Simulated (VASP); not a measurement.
# Ir (Fm-3m) in VASP: further runs

Runs on Ir. Level: PBE exchange alone. Tasks: single point.

Program: VASP 6.6.1. These are calculated values, not measurements. Logs are shortened: lines on timing, memory, paths and dates and some standing lists are left out, and cuts for length are marked.

**1. The cell of the first run**

The structure is cubic, space group Fm-3m (No. 225). The conventional cell has a = 3.779 Å, b = 3.779 Å, c = 3.779 Å, α = 90.00°, β = 90.00°, γ = 90.00°. Within 3.5 Å of Ir (site symmetry m-3m) lie 12 Ir at 2.67 Å.

**2. Single point, PBE exchange alone**

INCAR

```
SYSTEM = Ir
PREC = Accurate
ENCUT = 520
EDIFF = 1E-7
ISMEAR = -5
SIGMA = 0.05
LREAL = .FALSE.
LASPH = .TRUE.
NELM = 100
ALGO = Normal
ISIF = 2
LWAVE = .FALSE.
LCHARG = .FALSE.
GGA = PE
ALDAC = 0.0
AGGAC = 0.0
NBANDS = 10
```

KPOINTS

```
Automatic mesh
0
G
  12 12 12
  0 0 0
```

POSCAR

```
Ir
1.0
    0.0000000000      1.8897103398      1.8897103398
    1.8897103398      0.0000000000      1.8897103398
    1.8897103398      1.8897103398      0.0000000000
Ir
1
Direct
    0.0000000000      0.0000000000      0.0000000000
```

Potentials or basis: VASP PAW PBE potentials, release 64 (Ir).

Started as:

```console
$ cat potpaw_PBE.64/Ir/POTCAR > POTCAR
$ mpirun -np 1 vasp_std > vasp.out
```

OUTCAR:

```text
SYSTEM = Ir
   PREC = Accurate
   ENCUT = 520
   EDIFF = 1E-7
   ISMEAR = -5
   LREAL = .FALSE.
   LASPH = .TRUE.
   NELM = 100
   ISIF = 2
   GGA = PE

 ion  position               nearest neighbor table
   1  0.000  0.000  0.000-

  LATTYP: Found a face centered cubic cell.
 ALAT       =     3.7794206796

  Lattice vectors:

 A1 = (   0.0000000000,   1.8897103398,   1.8897103398)
 A2 = (   1.8897103398,   0.0000000000,   1.8897103398)
 A3 = (   1.8897103398,   1.8897103398,   0.0000000000)

Analysis of symmetry for initial positions (statically):
=====================================================================
 Subroutine PRICEL returns:
 Original cell was already a primitive cell.

 Routine SETGRP: Setting up the symmetry group for a
 face centered cubic supercell.

 Subroutine GETGRP returns: Found 48 space group operations
 (whereof 48 operations were pure point group operations)
 out of a pool of 48 trial point group operations.

The static configuration has the point symmetry O_h .

Analysis of symmetry for dynamics (positions and initial velocities):
=====================================================================
 Subroutine PRICEL returns:
 Original cell was already a primitive cell.

 Routine SETGRP: Setting up the symmetry group for a
 face centered cubic supercell.

 Subroutine GETGRP returns: Found 48 space group operations
 (whereof 48 operations were pure point group operations)
 out of a pool of 48 trial point group operations.

The dynamic configuration has the point symmetry O_h .

 Subroutine INISYM returns: Found 48 space group operations
 (whereof 48 operations are pure point group operations),
 and found     1 'primitive' translations

----------------------------------------------------------------------------------------

                                     Primitive cell

  volume of cell :      13.4963

  direct lattice vectors                    reciprocal lattice vectors
     0.000000000  1.889710340  1.889710340    -0.264590816  0.264590816  0.264590816
     1.889710340  0.000000000  1.889710340     0.264590816 -0.264590816  0.264590816
     1.889710340  1.889710340  0.000000000     0.264590816  0.264590816 -0.264590816

  length of vectors
     2.672453992  2.672453992  2.672453992     0.458284736  0.458284736  0.458284736

  position of ions in fractional coordinates (direct lattice)
     0.000000000  0.000000000  0.000000000

  ion indices of the primitive-cell ions
   primitive index   ion index
                 1           1

----------------------------------------------------------------------------------------

 KPOINTS: Automatic mesh

Automatic generation of k-mesh.
 Grid dimensions read from file:
 generate k-points for:   12   12   12

 Generating k-lattice:

  Cartesian coordinates                     Fractional coordinates (reciprocal lattice)
    -0.022049235  0.022049235  0.022049235     0.083333333  0.000000000  0.000000000
     0.022049235 -0.022049235  0.022049235     0.000000000  0.083333333  0.000000000
     0.022049235  0.022049235 -0.022049235     0.000000000  0.000000000  0.083333333

  Length of vectors
     0.038190395  0.038190395  0.038190395

  Shift w.r.t. Gamma in fractional coordinates (k-lattice)
     0.000000000  0.000000000  0.000000000

 TETIRR: Found    247 inequivalent tetrahedra from    10368

 Subroutine IBZKPT returns following result:
 ===========================================

 Found     72 irreducible k-points:

 Following reciprocal coordinates:
            Coordinates               Weight
  0.000000  0.000000  0.000000      1.000000
  0.083333  0.000000  0.000000      8.000000
  0.166667  0.000000  0.000000      8.000000
  0.250000  0.000000  0.000000      8.000000
  0.333333  0.000000  0.000000      8.000000
  0.416667  0.000000  0.000000      8.000000
[... 16 lines left out ...]
  0.500000  0.166667  0.000000     24.000000
 -0.416667  0.166667  0.000000     24.000000
 [... further k-points ...]
   k-points           NKPTS =     72   k-points in BZ     NKDIM =     72   number of bands    NBANDS=     10
   number of dos      NEDOS =    301   number of ions     NIONS =      1
   total plane-waves  NPLWV =   8000
   dimension x,y,z NGX =    20 NGY =   20 NGZ =   20
   dimension x,y,z NGXF=    40 NGYF=   40 NGZF=   40
   ions per type =               1
   NGX,Y,Z   is equivalent  to a cutoff of  12.44, 12.44, 12.44 a.u.
   NGXF,Y,Z  is equivalent  to a cutoff of  24.88, 24.88, 24.88 a.u.
 SYSTEM =  Ir
   PREC   = accura    normal or accurate (medium, high low for compatibility)
   ISTART =      0    job   : 0-new  1-cont  2-samecut
   ICHARG =      2    charge: 1-file 2-atom 10-const
   ISPIN  =      1    spin polarized calculation?
   LNONCOLLINEAR =      F non collinear calculations
   LSORBIT =      F    spin-orbit coupling
   LASPH  =      T    aspherical Exc in radial PAW
   ENCUT  =  520.0 eV  38.22 Ry    6.18 a.u.   4.97  4.97  4.97*2*pi/ulx,y,z
   NELM   =    100;   NELMIN=  2; NELMDL= -5     # of ELM steps
   EDIFF  = 0.1E-06   stopping-criterion for ELM
   LREAL  =      F    real-space projection
   EDIFFG = 0.1E-05   stopping-criterion for IOM
   NSW    =      0    number of steps for IOM
   IBRION =     -1    ionic relax: 0-MD 1-quasi-New 2-CG
   NFREE  =      0    steps in history (QN), initial steepest desc. (CG)
   ISIF   =      2    stress and relaxation
   ISYM   =      2    0-nonsym 1-usesym 2-fastsym
   POTIM  = 0.5000    time-step for ionic-motion
   TEBEG  =    0.0;   TEEND  =   0.0 temperature during run
   PSTRESS=    0.0 pullay stress
   NELECT =       9.0000    total number of electrons
   NUPDOWN=      -1.0000    fix difference up-down
   EMIN   =  10.00;   EMAX   =-10.00  energy-range for DOS
   EFERMI =   0.00;   METHOD = LEGACY
   ISMEAR =    -5;   SIGMA  =   0.05  broadening in eV -4-tet -1-fermi 0-gaus
   EFERMI_NEDOS =   21; number of points for ismear=-14 and -15
   IALGO  =     38    algorithm
   IMIX   =      4    mixing-type and parameters
     AMIX     =   0.40;   BMIX     =  1.00
     AMIX_MAG =   1.60;   BMIX_MAG =  1.00
  volume/ion in A,a.u.               =      13.50        91.08
  Fermi-wavevector in a.u.,A,eV,Ry     =   1.430267  2.702813 27.832941  2.045663
  Thomas-Fermi vector in A             =   2.550131
   LORBIT       =      0    0 simple, 1 ext, 2 COOP (PROOUT), +10 PAW based schemes
   GGA     = PE    functional components
   LHFCALC =     F    Hartree Fock is set to
   AEXX    =    0.0000 exact exchange contribution
   IVDW    =     0    specifies the selected vdW correction
   LEPSILON=     F    determine dielectric tensor
   LRPA    =     F    only Hartree local field effects (RPA)
 non-spin polarized calculation
 Fermi weights with tetrahedron method with Bloechl corrections
  energy-cutoff  :      520.00
  volume of cell :       13.50
 maximum number of plane-waves:       380
   NGX =  9   NGY =  9   NGZ =  9

 number of electron       9.0000001 magnetization

 Free energy of the ion-electron system (eV)
  ---------------------------------------------------
  ext. energy  EPLUGINS =         0.00000000
  ---------------------------------------------------
  free energy    TOTEN  =        -5.74242723 eV

  energy without entropy =       -5.74242723  energy(sigma->0) =       -5.74242723

 E-fermi :  13.0428     XC(G=0): -12.3932

 val. band max:       13.3725189171   @ k =   0.4167   0.4167   0.0000
 cond. band min:      12.8095647522   @ k =   0.3333   0.0000   0.0000
 fundamental gap:     -0.5629541649
 Fermi energy:        13.0427671334

 k-point     1 :       0.0000    0.0000    0.0000
  band No.  band energies     occupation
      1       1.5655      2.00000
      2       8.8839      2.00000
      3       8.8839      2.00000
      4       8.8839      2.00000
      5      11.7572      2.00000
      6      11.7572      2.00000
      7      27.5290      0.00000
      8      33.2949      0.00000
      9      33.2949      0.00000
     10      33.2949      0.00000

 k-point     2 :       0.0833    0.0000    0.0000
  band No.  band energies     occupation
      1       1.8884      2.00000
      2       8.7171      2.00000
      3       9.0229      2.00000
      4       9.0229      2.00000
      5      11.6691      2.00000
      6      11.6691      2.00000
      7      28.0898      0.00000
      8      31.8849      0.00000
      9      33.8374      0.00000
     10      33.8374      0.00000

 k-point     3 :       0.1667    0.0000    0.0000
  band No.  band energies     occupation
      1       2.7669      2.00000
      2       8.3912      2.00000
      3       9.3044      2.00000
      4       9.3044      2.00000
      5      11.5855      2.00000
      6      11.5855      2.00000
      7      29.2106      0.00000
      8      29.8356      0.00000
      9      35.3572      0.00000
     10      35.3572      0.00000

 k-point     4 :       0.2500    0.0000    0.0000
  band No.  band energies     occupation
      1       3.8376      2.00000
      2       8.4129      2.00000
      3       9.3527      2.00000
      4       9.3527      2.00000
      5      11.9536      2.00000
      6      11.9536      2.13645
      7      27.2429      0.00000
      8      30.3303      0.00000
      9      37.4562      0.00000
     10      37.4565      0.00000

 k-point     5 :       0.3333    0.0000    0.0000
  band No.  band energies     occupation
      1       4.4475      2.00000
      2       9.1096      2.00000
      3       9.1096      2.00000
      4       9.4616      2.00000
      5      12.8096      1.70132
      6      12.8096      0.92390
      7      24.8466      0.00000
      8      28.9568      0.00000
      9      36.3616      0.00000
     10      36.3616      0.00000

 k-point     6 :       0.4167    0.0000    0.0000
  band No.  band energies     occupation
      1       4.5319      2.00000
      2       8.8594      2.00000
      3       8.8594      2.00000
      4      11.3198      2.00000
      5      13.6698     -0.06404
      6      13.6698      0.00027
      7      22.2276      0.00000
      8      27.5660      0.00000
      9      34.1659      0.00000
     10      34.1659      0.00000
[... 183 lines left out ...]
 k-point    21 :       0.3333    0.1667    0.0000
  band No.  band energies     occupation
      1       5.0219      2.00000
      2       7.3356      2.00000
      3       8.9544      2.00000
      4      10.2793      2.00000
      5      12.3864      1.96488
      6      13.2500      0.13885
      7      27.3735      0.00000
      8      31.1192      0.00000
      9      32.7838      0.00000
     10      34.5934      0.00000

 k-point    22 :       0.4167    0.1667    0.0000
  band No.  band energies     occupation
      1       5.3842      2.00000
      2       7.9751      2.00000
      3       8.6912      2.00000
      4      10.0273      2.00000
      5      13.9445     -0.00785
      6      14.3407      0.00000
      7      24.0675      0.00000
      8      29.7222      0.00000
      9      32.0181      0.00000
     10      34.3089      0.00000

 k-point    23 :       0.5000    0.1667    0.0000
  band No.  band energies     occupation
      1       5.4312      2.00000
      2       7.9561      2.00000
      3       9.6020      2.00000
      4       9.7682      2.00000
      5      14.1223      0.00000
      6      16.5088      0.00000
      7      21.0797      0.00000
      8      28.9613      0.00000
      9      31.9794      0.00000
     10      32.6123      0.00000

 k-point    24 :      -0.4167    0.1667    0.0000
  band No.  band energies     occupation
      1       5.5061      2.00000
      2       7.9757      2.00000
      3       9.6454      2.00000
      4       9.9791      2.00000
      5      13.5496     -0.01227
      6      17.1317      0.00000
      7      20.7720      0.00000
      8      28.8217      0.00000
      9      31.1861      0.00000
     10      33.2664      0.00000

 [... further k-points ...]

------------------------ aborting loop because EDIFF is reached ----------------------------------------

  FORCE on cell =-STRESS in cart. coord.  units (eV):
  Direction    XX          YY          ZZ          XY          YZ          ZX
  --------------------------------------------------------------------------------------
  -------------------------------------------------------------------------------------
  Total        5.9577672      5.9577672      5.9577672     -0.0000000      0.0000000     -0.0000000
  in kB      707.2588570    707.2588570    707.2588570     -0.0000000      0.0000000     -0.0000000
  external PRESSURE =     707.2588570 kB  Pullay stress =       0.0000000 kB

 VOLUME and BASIS-vectors are now :
 -----------------------------------------------------------------------------
  energy-cutoff  :      520.00
  volume of cell :       13.50
      direct lattice vectors                 reciprocal lattice vectors
     0.000000000  1.889710340  1.889710340    -0.264590816  0.264590816  0.264590816
     1.889710340  0.000000000  1.889710340     0.264590816 -0.264590816  0.264590816
     1.889710340  1.889710340  0.000000000     0.264590816  0.264590816 -0.264590816

 POSITION                                       TOTAL-FORCE (eV/Angst)
 -----------------------------------------------------------------------------------
      0.00000      0.00000      0.00000         0.000000     -0.000000      0.000000
 -----------------------------------------------------------------------------------
    total drift:                                0.000000      0.000000      0.000000

  FREE ENERGIE OF THE ION-ELECTRON SYSTEM (eV)
  ---------------------------------------------------
  free  energy   TOTEN  =        -5.7424272329 eV

  energy  without entropy=       -5.7424272329  energy(sigma->0) =       -5.74242723
```

Run time: 9.2 s. Hardware: 1 thread of Intel Xeon 8259CL, shared host; peak memory 0.13 GiB.

Results:

```yaml
Free_energy: -5.7424 eV
Pressure: 70.7 GPa
Band_gap_on_the_k_mesh: zero (an odd number of electrons rules out a gap without spin polarisation)
```

Levels at points of the mesh, in eV from the Fermi level:
```csv
k point,band 2,band 3,band 4,band 5,band 6,band 7
"(0.00, 0.00, 0.00)",-4.16,-4.16,-4.16,-1.29,-1.29,14.49
"(0.50, 0.00, 0.00)",-4.28,-4.28,-0.61,0.99,0.99,7.79
"(0.50, 0.50, 0.00)",-7.82,0.95,1.63,1.63,1.92,11.18
```

Caveat: the cell stands under pressure; spin-orbit coupling is left out, which moves the levels of the heavy elements; tetrahedron occupations give inexact forces and stress in metals.

**3. Single point, PBE exchange alone**

This run uses another cell than the first one, of 13.78 Å³/atom.

INCAR

```
  PREC = Accurate
  ENCUT = 520
  EDIFF = 1E-6
  ISMEAR = -5
  SIGMA = 0.05
  LREAL = F
  LASPH = T
  NELM = 80
  ALGO = Normal
  ISIF = 2
  LWAVE = F
  LCHARG = T
  GGA = PE
  ALDAC = 0.0
  AGGAC = 0.0
  LELF = T
  LVHAR = T
  NBANDS = 10
```

KPOINTS

```
regular mesh
0
Gamma
  12 12 12
```

POSCAR

```
Ir
1.0
    0.0000000000      1.9027432368      1.9027432368
    1.9027432368      0.0000000000      1.9027432368
    1.9027432368      1.9027432368      0.0000000000
Ir
1
Direct
    0.0000000000      0.0000000000      0.0000000000
```

Potentials or basis: VASP PAW PBE potentials, release 64 (Ir).

Started as:

```console
$ cat potpaw_PBE.64/Ir/POTCAR > POTCAR
$ mpirun -np 1 vasp_std > vasp.out
```

Run time: 9 s. Hardware: 1 thread of Intel Xeon 8259CL, shared host; peak memory 0.13 GiB.

Results (log left out):

```
Free energy            : -5.8567 eV
Pressure               : 59.6 GPa
Band gap on the k mesh : zero (an odd number of electrons rules out a gap without spin polarisation)
```

Levels at points of the mesh, in eV from the Fermi level:
| k point | band 1 | band 2 | band 3 | band 4 | band 5 | band 6 | band 7 | band 8 |
| --- | --- | --- | --- | --- | --- | --- | --- | --- |
| (0.00, 0.00, 0.00) | -11.25 | -4.03 | -4.03 | -4.03 | -1.25 | -1.25 | 14.54 | 20.18 |
| (0.50, 0.00, 0.00) | -8.31 | -4.14 | -4.14 | -0.56 | 0.96 | 0.96 | 7.56 | 14.12 |
| (0.50, 0.50, 0.00) | -8.14 | -7.58 | 0.91 | 1.57 | 1.57 | 1.92 | 10.88 | 11.98 |

Caveat: the cell stands under pressure; spin-orbit coupling is left out, which moves the levels of the heavy elements; tetrahedron occupations give inexact forces and stress in metals.

**4. Single point, PBE exchange alone**

This run uses another cell than the first one, of 14.06 Å³/atom.

INCAR

```
PREC = Accurate
ENCUT = 520
EDIFF = 1E-7
ISMEAR = -5
SIGMA = 0.05
LREAL = F
LASPH = T
NELM = 100
ALGO = Normal
ISIF = 2
LWAVE = F
LCHARG = F
GGA = PE
ALDAC = 0.0
AGGAC = 0.0
NBANDS = 10
```

KPOINTS is that of step 3.

POSCAR

```
Ir
1.0
    0.0000000000      1.9156000000      1.9156000000
    1.9156000000      0.0000000000      1.9156000000
    1.9156000000      1.9156000000      0.0000000000
Ir
1
Direct
    0.0000000000      0.0000000000      0.0000000000
```

Started as:

```console
$ cat potpaw_PBE.64/Ir/POTCAR > POTCAR
$ mpirun -np 1 vasp_std > vasp.out
```

It took 9.2 s on 1 thread of Intel Xeon 8259CL, shared host; peak memory 0.13 GiB.

The run converged. Its results:

```
Free energy            : -5.9524 eV
Pressure               : 49.5 GPa
Band gap on the k mesh : zero (an odd number of electrons rules out a gap without spin polarisation)
```

Levels at points of the mesh, in eV from the Fermi level:
```csv
k point,band 1,band 2,band 3,band 4,band 5,band 6,band 7,band 8,band 9
"(0.00, 0.00, 0.00)",-11.03,-3.90,-3.90,-3.90,-1.21,-1.21,14.58,20.10,20.10
"(0.50, 0.00, 0.00)",-8.09,-4.01,-4.01,-0.51,0.92,0.92,7.35,14.16,19.94
"(0.50, 0.50, 0.00)",-7.90,-7.35,0.88,1.52,1.52,1.92,10.60,11.89,11.89
```

Caveat: the cell stands under pressure; spin-orbit coupling is left out, which moves the levels of the heavy elements; tetrahedron occupations give inexact forces and stress in metals.

**5. Single point, PBE exchange alone**

This run uses another cell than the first one, of 14.34 Å³/atom.

INCAR

```
SYSTEM = Ir
PREC = Accurate
ENCUT = 520
EDIFF = 1E-7
ISMEAR = -5
SIGMA = 0.05
LREAL = .FALSE.
LASPH = .TRUE.
NELM = 100
ALGO = Fast
ISIF = 2
LWAVE = .FALSE.
LCHARG = .FALSE.
GGA = PE
ALDAC = 0.0
AGGAC = 0.0
NBANDS = 10
```

KPOINTS

```
Automatic mesh
0
G
  12 12 12
  0 0 0
```

POSCAR

```
Ir
1.0
    0.0000000000      1.9282864624      1.9282864624
    1.9282864624      0.0000000000      1.9282864624
    1.9282864624      1.9282864624      0.0000000000
Ir
1
Direct
    0.0000000000      0.0000000000      0.0000000000
```

Started as:

```console
$ cat potpaw_PBE.64/Ir/POTCAR > POTCAR
$ mpirun -np 1 vasp_std > vasp.out
```

Run time: 19 s. Hardware: 1 thread of Intel Xeon 8259CL, shared host; peak memory 0.13 GiB.

It converged, with:

* Free energy: -6.0314 eV
* Pressure: 40.5 GPa
* Band gap on the k mesh: zero (an odd number of electrons rules out a gap without spin polarisation)

Levels at points of the mesh, in eV from the Fermi level:
```tsv
k point	band 1	band 2	band 3	band 4	band 5	band 6	band 7	band 8	band 9
(0.00, 0.00, 0.00)	-10.82	-3.78	-3.78	-3.78	-1.18	-1.18	14.62	20.02	20.02
(0.50, 0.00, 0.00)	-7.88	-3.89	-3.89	-0.46	0.89	0.89	7.15	14.19	19.76
(0.50, 0.50, 0.00)	-7.67	-7.13	0.84	1.46	1.46	1.92	10.32	11.79	11.79
```

Caveat: the cell stands under pressure; spin-orbit coupling is left out, which moves the levels of the heavy elements; tetrahedron occupations give inexact forces and stress in metals.

**6. Overview**

| cell | gap on the mesh (eV) | pressure (GPa) |
| --- | --- | --- |
| a = 2.672 Å, angles 60.0°, 1 atom | none | 70.7 |
| a = 2.691 Å, angles 60.0°, 1 atom | none | 59.6 |
| a = 2.709 Å, angles 60.0°, 1 atom | none | 49.5 |
| a = 2.727 Å, angles 60.0°, 1 atom | none | 40.5 |

Alike in all rows: task single point; level PBE exchange alone; potentials or basis VASP PAW PBE potentials, release 64 (Ir); no spin polarisation; k mesh 12 × 12 × 12; cutoff (eV) 520; smearing tetrahedron.

Caveats: the cell stands under pressure; spin-orbit coupling is left out, which moves the levels of the heavy elements; tetrahedron occupations give inexact forces and stress in metals.

Absolute energies hang on the potentials; compare differences alone.
